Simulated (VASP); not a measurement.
# Al2Ni (Fd-3m) in VASP: further runs

The runs below take Al2Ni through single point, relaxation of cell and atoms, with PBE.

Program: VASP 6.6.1. These are calculated values, not measurements. Logs are shortened: lines on timing, memory, paths and dates and some standing lists are left out, and cuts for length are marked.

### 1 The cell of the first run

Symmetry: Fd-3m, No. 227, cubic system. The conventional cell has a = 7.040 Å, b = 7.040 Å, c = 7.040 Å, α = 90.00°, β = 90.00°, γ = 90.00°. Al (site symmetry -3m) has 6 Al at 2.49 Å and 6 Ni at 2.92 Å within 3.3 Å. Within 3.8 Å of Ni (site symmetry -43m) lie 12 Al at 2.92 Å and 4 Ni at 3.05 Å.

The cell was built from a structure type or drawn by symmetry, and may not be a known phase.

### 2 Single point, PBE, collinear spin, ferromagnetic start

INCAR reads:

```
SYSTEM = Al2Ni
PREC = Accurate
ENCUT = 520
EDIFF = 1E-6
ISMEAR = 0
SIGMA = 0.1
LREAL = .FALSE.
LASPH = .TRUE.
NELM = 150
ALGO = Normal
ISIF = 2
LWAVE = .FALSE.
LCHARG = .FALSE.
ISPIN = 2
MAGMOM = 0 0 0 0 2 2
LORBIT = 11
LMAXMIX = 4
GGA = PE
NBANDS = 29
```

KPOINTS reads:

```
regular mesh
0
G
  4 4 4
  0 0 0
```

POSCAR reads:

```
Al2Ni
1.0
    0.0000000000      3.5201126233      3.5201126233
    3.5201126233      0.0000000000      3.5201126233
    3.5201126233      3.5201126233      0.0000000000
Al Ni
4 2
Direct
    0.6250000000      0.6250000000      0.6250000000
    0.6250000000      0.6250000000      0.1250000000
    0.6250000000      0.1250000000      0.6250000000
    0.1250000000      0.6250000000      0.6250000000
    0.2500000000      0.2500000000      0.2500000000
    0.0000000000      0.0000000000      0.0000000000
```

Potentials or basis: VASP PAW PBE potentials, release 64 (Al, Ni).

Started as:

```sh
$ cat potpaw_PBE.64/Al/POTCAR potpaw_PBE.64/Ni/POTCAR > POTCAR
$ mpirun -np 1 vasp_std > vasp.out
```

OUTCAR:

```text
SYSTEM = Al2Ni
   PREC = Accurate
   ENCUT = 520
   EDIFF = 1E-6
   ISMEAR = 0
   LREAL = .FALSE.
   LASPH = .TRUE.
   NELM = 150
   ISIF = 2
   ISPIN = 2
   LORBIT = 11
   GGA = PE

 ion  position               nearest neighbor table
   1  0.625  0.625  0.625-   2 2.49   3 2.49   4 2.49   2 2.49   3 2.49   4 2.49   5 2.92   6 2.92
                             5 2.92   6 2.92   5 2.92   6 2.92
   2  0.625  0.625  0.125-   1 2.49   1 2.49   3 2.49   4 2.49   3 2.49   4 2.49   6 2.92   5 2.92
                             5 2.92   6 2.92   5 2.92   6 2.92
   3  0.625  0.125  0.625-   1 2.49   2 2.49   1 2.49   2 2.49   4 2.49   4 2.49   6 2.92   5 2.92
                             5 2.92   6 2.92   5 2.92   6 2.92
   4  0.125  0.625  0.625-   1 2.49   2 2.49   3 2.49   1 2.49   2 2.49   3 2.49   6 2.92   5 2.92
                             6 2.92   5 2.92   6 2.92   5 2.92
   5  0.250  0.250  0.250-   2 2.92   3 2.92   4 2.92   1 2.92   3 2.92   4 2.92   1 2.92   2 2.92
                             4 2.92   1 2.92   2 2.92   3 2.92   6 3.05   6 3.05   6 3.05   6 3.05
   6  0.000  0.000  0.000-   2 2.92   3 2.92   4 2.92   1 2.92   2 2.92   4 2.92   1 2.92   3 2.92
                             4 2.92   1 2.92   2 2.92   3 2.92   5 3.05   5 3.05   5 3.05   5 3.05

  LATTYP: Found a face centered cubic cell.
 ALAT       =     7.0402252466

  Lattice vectors:

 A1 = (   0.0000000000,   3.5201126233,   3.5201126233)
 A2 = (   3.5201126233,   0.0000000000,   3.5201126233)
 A3 = (   3.5201126233,   3.5201126233,   0.0000000000)

Analysis of symmetry for initial positions (statically):
=====================================================================
 Subroutine PRICEL returns:
 Original cell was already a primitive cell.

 Routine SETGRP: Setting up the symmetry group for a
 face centered cubic supercell.

 Subroutine GETGRP returns: Found 48 space group operations
 (whereof 24 operations were pure point group operations)
 out of a pool of 48 trial point group operations.

The static configuration has the point symmetry T_d .
 The point group associated with its full space group is O_h .

Analysis of symmetry for dynamics (positions and initial velocities):
=====================================================================
 Subroutine PRICEL returns:
 Original cell was already a primitive cell.

 Routine SETGRP: Setting up the symmetry group for a
 face centered cubic supercell.

 Subroutine GETGRP returns: Found 48 space group operations
 (whereof 24 operations were pure point group operations)
 out of a pool of 48 trial point group operations.

The dynamic configuration has the point symmetry T_d .
 The point group associated with its full space group is O_h .

Analysis of structural, dynamic, and magnetic symmetry:
=====================================================================
 Subroutine PRICEL returns:
 Original cell was already a primitive cell.

 Routine SETGRP: Setting up the symmetry group for a
 face centered cubic supercell.

 Subroutine GETGRP returns: Found 48 space group operations
 (whereof 24 operations were pure point group operations)
 out of a pool of 48 trial point group operations.

The overall configuration has the point symmetry T_d .
 The point group associated with its full space group is O_h .

 Subroutine INISYM returns: Found 48 space group operations
 (whereof 24 operations are pure point group operations),
 and found     1 'primitive' translations

----------------------------------------------------------------------------------------

                                     Primitive cell

  volume of cell :      87.2368

  direct lattice vectors                    reciprocal lattice vectors
     0.000000000  3.520112623  3.520112623    -0.142040910  0.142040910  0.142040910
     3.520112623  0.000000000  3.520112623     0.142040910 -0.142040910  0.142040910
     3.520112623  3.520112623  0.000000000     0.142040910  0.142040910 -0.142040910

  length of vectors
     4.978191013  4.978191013  4.978191013     0.246022073  0.246022073  0.246022073

  position of ions in fractional coordinates (direct lattice)
     0.625000000  0.625000000  0.625000000
     0.625000000  0.625000000  0.125000000
     0.625000000  0.125000000  0.625000000
     0.125000000  0.625000000  0.625000000
     0.250000000  0.250000000  0.250000000
     0.000000000  0.000000000  0.000000000

  ion indices of the primitive-cell ions
   primitive index   ion index
                 1           1
                 2           2
                 3           3
                 4           4
                 5           5
                 6           6

----------------------------------------------------------------------------------------

 KPOINTS: regular mesh

Automatic generation of k-mesh.
 Grid dimensions read from file:
 generate k-points for:    4    4    4

 Generating k-lattice:

  Cartesian coordinates                     Fractional coordinates (reciprocal lattice)
    -0.035510227  0.035510227  0.035510227     0.250000000  0.000000000  0.000000000
     0.035510227 -0.035510227  0.035510227     0.000000000  0.250000000  0.000000000
     0.035510227  0.035510227 -0.035510227     0.000000000  0.000000000  0.250000000

  Length of vectors
     0.061505518  0.061505518  0.061505518

  Shift w.r.t. Gamma in fractional coordinates (k-lattice)
     0.000000000  0.000000000  0.000000000

 Subroutine IBZKPT returns following result:
 ===========================================

 Found      8 irreducible k-points:

 Following reciprocal coordinates:
            Coordinates               Weight
  0.000000  0.000000  0.000000      1.000000
  0.250000  0.000000  0.000000      8.000000
  0.500000  0.000000  0.000000      4.000000
  0.250000  0.250000  0.000000      6.000000
  0.500000  0.250000  0.000000     24.000000
 -0.250000  0.250000  0.000000     12.000000
  0.500000  0.500000  0.000000      3.000000
 -0.250000  0.500000  0.250000      6.000000
   k-points           NKPTS =      8   k-points in BZ     NKDIM =      8   number of bands    NBANDS=     29
   number of dos      NEDOS =    301   number of ions     NIONS =      6
   total plane-waves  NPLWV =  64000
   dimension x,y,z NGX =    40 NGY =   40 NGZ =   40
   dimension x,y,z NGXF=    80 NGYF=   80 NGZF=   80
   ions per type =               4   2
   NGX,Y,Z   is equivalent  to a cutoff of  13.36, 13.36, 13.36 a.u.
   NGXF,Y,Z  is equivalent  to a cutoff of  26.72, 26.72, 26.72 a.u.
 SYSTEM =  Al2Ni
   PREC   = accura    normal or accurate (medium, high low for compatibility)
   ISTART =      0    job   : 0-new  1-cont  2-samecut
   ICHARG =      2    charge: 1-file 2-atom 10-const
   ISPIN  =      2    spin polarized calculation?
   LNONCOLLINEAR =      F non collinear calculations
   LSORBIT =      F    spin-orbit coupling
   LASPH  =      T    aspherical Exc in radial PAW
   ENCUT  =  520.0 eV  38.22 Ry    6.18 a.u.   9.26  9.26  9.26*2*pi/ulx,y,z
   NELM   =    150;   NELMIN=  2; NELMDL= -5     # of ELM steps
   EDIFF  = 0.1E-05   stopping-criterion for ELM
   LREAL  =      F    real-space projection
   EDIFFG = 0.1E-04   stopping-criterion for IOM
   NSW    =      0    number of steps for IOM
   IBRION =     -1    ionic relax: 0-MD 1-quasi-New 2-CG
   NFREE  =      0    steps in history (QN), initial steepest desc. (CG)
   ISIF   =      2    stress and relaxation
   ISYM   =      2    0-nonsym 1-usesym 2-fastsym
   POTIM  = 0.5000    time-step for ionic-motion
   TEBEG  =    0.0;   TEEND  =   0.0 temperature during run
   PSTRESS=    0.0 pullay stress
   NELECT =      32.0000    total number of electrons
   NUPDOWN=      -1.0000    fix difference up-down
   EMIN   =  10.00;   EMAX   =-10.00  energy-range for DOS
   EFERMI =   0.00;   METHOD = LEGACY
   ISMEAR =     0;   SIGMA  =   0.10  broadening in eV -4-tet -1-fermi 0-gaus
   EFERMI_NEDOS =   21; number of points for ismear=-14 and -15
   IALGO  =     38    algorithm
   IMIX   =      4    mixing-type and parameters
     AMIX     =   0.40;   BMIX     =  1.00
     AMIX_MAG =   1.60;   BMIX_MAG =  1.00
  volume/ion in A,a.u.               =      14.54        98.12
  Fermi-wavevector in a.u.,A,eV,Ry     =   1.171903  2.214575 18.685646  1.373356
  Thomas-Fermi vector in A             =   2.308340
   LORBIT       =     11    0 simple, 1 ext, 2 COOP (PROOUT), +10 PAW based schemes
   GGA     = PE    functional components
   LHFCALC =     F    Hartree Fock is set to
   AEXX    =    0.0000 exact exchange contribution
   IVDW    =     0    specifies the selected vdW correction
   LEPSILON=     F    determine dielectric tensor
   LRPA    =     F    only Hartree local field effects (RPA)
 spin polarized calculation
 Gauss-broadening in eV      SIGMA  =   0.10
  energy-cutoff  :      520.00
  volume of cell :       87.24
 maximum number of plane-waves:      2397
 NGX is ok and might be reduce to    40
   NGX = 19   NGY = 19   NGZ = 19

 number of electron      32.0000020 magnetization       0.0176334

 number of electron      32.0000020 magnetization      -0.0037234

 Free energy of the ion-electron system (eV)
  ---------------------------------------------------
  ext. energy  EPLUGINS =         0.00000000
  ---------------------------------------------------
  free energy    TOTEN  =       -24.82714483 eV

  energy without entropy =      -24.80545631  energy(sigma->0) =      -24.81630057

 E-fermi :   8.3029     XC(G=0): -10.9525

 val. band max:        8.2649149273   @ k =   0.0000   0.0000   0.0000
 cond. band min:       8.3158668902   @ k =  -0.2500   0.2500   0.0000
 fundamental gap:      0.0509519629
 Fermi energy:         8.3029001325

 spin component 1

 k-point     1 :       0.0000    0.0000    0.0000
  band No.  band energies     occupation
      1      -2.8550      1.00000
      2       3.4213      1.00000
      3       4.9726      1.00000
      4       4.9726      1.00000
      5       4.9726      1.00000
      6       5.4130      1.00000
[... 20 lines left out ...]
     27      18.5506      0.00000
     28      20.2113      0.00000
[... 187 lines left out ...]
 k-point     8 :      -0.2500    0.5000    0.2500
  band No.  band energies     occupation
      1      -0.2127      1.00000
      2      -0.2127      1.00000
      3       2.1648      1.00000
      4       2.1648      1.00000
      5       5.6365      1.00000
      6       5.6365      1.00000
[... 20 lines left out ...]
     27      17.3376      0.00000
     28      17.3376      0.00000
 Fermi energy:         8.3029001325

 spin component 2

 k-point     1 :       0.0000    0.0000    0.0000
  band No.  band energies     occupation
      1      -2.8552      1.00000
      2       3.4210      1.00000
      3       4.9722      1.00000
      4       4.9722      1.00000
      5       4.9722      1.00000
      6       5.4122      1.00000
[... 20 lines left out ...]
     27      18.5503      0.00000
     28      20.2109      0.00000
[... 187 lines left out ...]
 k-point     8 :      -0.2500    0.5000    0.2500
  band No.  band energies     occupation
      1      -0.2129      1.00000
      2      -0.2129      1.00000
      3       2.1648      1.00000
      4       2.1648      1.00000
      5       5.6356      1.00000
      6       5.6356      1.00000
[... 20 lines left out ...]
     27      17.3373      0.00000
     28      17.3373      0.00000
 [bands above 28 left out]

------------------------ aborting loop because EDIFF is reached ----------------------------------------

  FORCE on cell =-STRESS in cart. coord.  units (eV):
  Direction    XX          YY          ZZ          XY          YZ          ZX
  --------------------------------------------------------------------------------------
  -------------------------------------------------------------------------------------
  Total        0.2014905      0.2014905      0.2014905      0.0000000     -0.0000000      0.0000000
  in kB        3.7005438      3.7005438      3.7005438      0.0000000     -0.0000000      0.0000000
  external PRESSURE =       3.7005438 kB  Pullay stress =       0.0000000 kB

 VOLUME and BASIS-vectors are now :
 -----------------------------------------------------------------------------
  energy-cutoff  :      520.00
  volume of cell :       87.24
      direct lattice vectors                 reciprocal lattice vectors
     0.000000000  3.520112623  3.520112623    -0.142040910  0.142040910  0.142040910
     3.520112623  0.000000000  3.520112623     0.142040910 -0.142040910  0.142040910
     3.520112623  3.520112623  0.000000000     0.142040910  0.142040910 -0.142040910

 POSITION                                       TOTAL-FORCE (eV/Angst)
 -----------------------------------------------------------------------------------
      4.40014      4.40014      4.40014         0.000000     -0.000000     -0.000000
      2.64008      2.64008      4.40014         0.000000     -0.000000     -0.000000
      2.64008      4.40014      2.64008         0.000000     -0.000000     -0.000000
      4.40014      2.64008      2.64008         0.000000     -0.000000     -0.000000
      1.76006      1.76006      1.76006         0.000000      0.000000      0.000000
      0.00000      0.00000      0.00000        -0.000000     -0.000000     -0.000000
 -----------------------------------------------------------------------------------
    total drift:                               -0.000000     -0.000000      0.000000

  FREE ENERGIE OF THE ION-ELECTRON SYSTEM (eV)
  ---------------------------------------------------
  free  energy   TOTEN  =       -24.8271448289 eV

  energy  without entropy=      -24.8054563071  energy(sigma->0) =      -24.81630057

 total charge

# of ion       s       p       d       tot
------------------------------------------
    1        0.411   0.429   0.000   0.840
    2        0.411   0.429   0.000   0.840
    3        0.411   0.429   0.000   0.840
    4        0.411   0.429   0.000   0.840
    5        0.343   0.302   8.357   9.002
    6        0.343   0.302   8.357   9.002
--------------------------------------------------
tot          2.330   2.320  16.715  21.364

 magnetization (x)

# of ion       s       p       d       tot
------------------------------------------
    1       -0.000  -0.000   0.000  -0.000
    2       -0.000  -0.000   0.000  -0.000
    3       -0.000  -0.000   0.000  -0.000
    4       -0.000  -0.000   0.000  -0.000
    5       -0.000   0.000  -0.001  -0.001
    6       -0.000   0.000  -0.001  -0.001
--------------------------------------------------
tot         -0.000  -0.000  -0.002  -0.002
```

It took 34 s on 1 thread of Intel Xeon 6975P-C (Granite Rapids), shared host; peak memory 0.28 GiB.

Results:

```
Free energy                                           : -24.8271 eV
Pressure                                              : 0.4 GPa
Band gap on the k mesh                                : zero (filled and empty bands overlap)
Net moment                                            : 0.00 μB per cell
Valence electrons inside the program's atomic spheres : Al 0.84; Ni 9.00
```

Caveat: the k points lie up to 0.39 Å⁻¹ apart.

### 3 Single point, PBE

This run uses another cell than the first one, of 14.59 Å³/atom.

INCAR reads:

```
SYSTEM = Al2Ni
ALGO = Fast
EDIFF = 1E-6
ENCUT = 520
GGA = PE
ISIF = 2
ISMEAR = 0
LASPH = .True.
LCHARG = .False.
LREAL = .False.
LWAVE = .False.
NBANDS = 25
NELM = 60
PREC = Accurate
SIGMA = 0.1
```

KPOINTS reads:

```
k-points
0
Gamma
  10 10 10
  0 0 0
```

POSCAR reads:

```
Al2Ni
1.0
    0.0000000000      3.5240072284      3.5240072284
    3.5240072284      0.0000000000      3.5240072284
    3.5240072284      3.5240072284      0.0000000000
Al Ni
4 2
Direct
    0.1250000000      0.1250000000      0.1250000000
    0.1250000000      0.1250000000      0.6250000000
    0.1250000000      0.6250000000      0.1250000000
    0.6250000000      0.1250000000      0.1250000000
    0.7500000000      0.7500000000      0.7500000000
    0.5000000000      0.5000000000      0.5000000000
```

Potentials or basis: VASP PAW PBE potentials, release 64 (Al, Ni).

Started as:

```sh
$ cat potpaw_PBE.64/Al/POTCAR potpaw_PBE.64/Ni/POTCAR > POTCAR
$ mpirun -np 1 vasp_std > vasp.out
```

Wall time 68 s (1 thread of Intel Xeon 6975P-C (Granite Rapids), shared host); peak memory 0.28 GiB.

It converged, with:

| Quantity | Value |
| --- | --- |
| Free energy | -24.8682 eV |
| Pressure | 0.2 GPa |
| Band gap on the k mesh | zero (bands 16 and 17 overlap by 0.17 eV) |

Levels at points of the mesh, in eV from the Fermi level:
| k point | band 14 | band 15 | band 16 | band 17 | band 18 | band 19 |
| --- | --- | --- | --- | --- | --- | --- |
| (0.00, 0.00, 0.00) | -0.15 | -0.15 | -0.15 | -0.06 | -0.06 | -0.06 |
| (0.50, 0.00, 0.00) | -0.94 | -0.94 | -0.12 | -0.12 | 0.33 | 1.89 |
| (0.50, 0.50, 0.00) | -1.45 | -1.02 | -1.02 | 2.77 | 2.77 | 3.36 |

[end of part 1 of 2]
